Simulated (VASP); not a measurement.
Here is a VASP 6.6.1 calculation.

The input INCAR:

```
SYSTEM = LiHf32Si32O128
ALGO = Normal
EDIFF = 1E-7
ENCUT = 520
GGA = PE
ISIF = 2
ISMEAR = -1
LASPH = .TRUE.
LCHARG = .TRUE.
LELF = .TRUE.
LREAL = Auto
LUSENCCL = .FALSE.
LVHAR = .TRUE.
LWAVE = .FALSE.
NBANDS = 712
NELECT = 1218.0
NELM = 100
PREC = Accurate
SIGMA = 0.01
```

Contents of KPOINTS:

```
k-points
0
G
  1 1 1
  0 0 0
```

Contents of POSCAR:

```
LiHf32Si32O128
1.0
   13.2930558500      0.0000000000      0.0000000000
    0.0000000000     13.2930558500      0.0000000000
    0.0000000000      0.0000000000     12.0294699300
Hf Si O Li
32 32 128 1
Direct
    0.0000458249      0.0001586606      0.0000568723
    0.2500089208      0.2498992160      0.2496609665
   -0.0000722164      0.2498019454      0.1247909104
    0.2502411629      0.0004326574      0.3747622124
    0.0002599739      0.0017267693      0.4987488068
    0.2498959194      0.2500194833      0.7498792587
[... 185 lines left out ...]
    0.8432799694      0.7483544929      0.5891286834
    0.8664467484      0.6167373425      0.6252960090
```

Potentials or basis: VASP PAW PBE potentials, release 64 (Hf_pv, Si, O, Li_sv).

Launch:

```sh
$ cat potpaw_PBE.64/Hf_pv/POTCAR potpaw_PBE.64/Si/POTCAR potpaw_PBE.64/O/POTCAR potpaw_PBE.64/Li_sv/POTCAR > POTCAR
$ mpirun -np 1 vasp_gam > vasp.out
```

Question: What does it give for the largest force?

Answer: 0.193 eV/Å.

Caveat: the k points lie up to 0.52 Å⁻¹ apart; the cell carries a net charge on a neutralising background, which shifts energy and pressure.
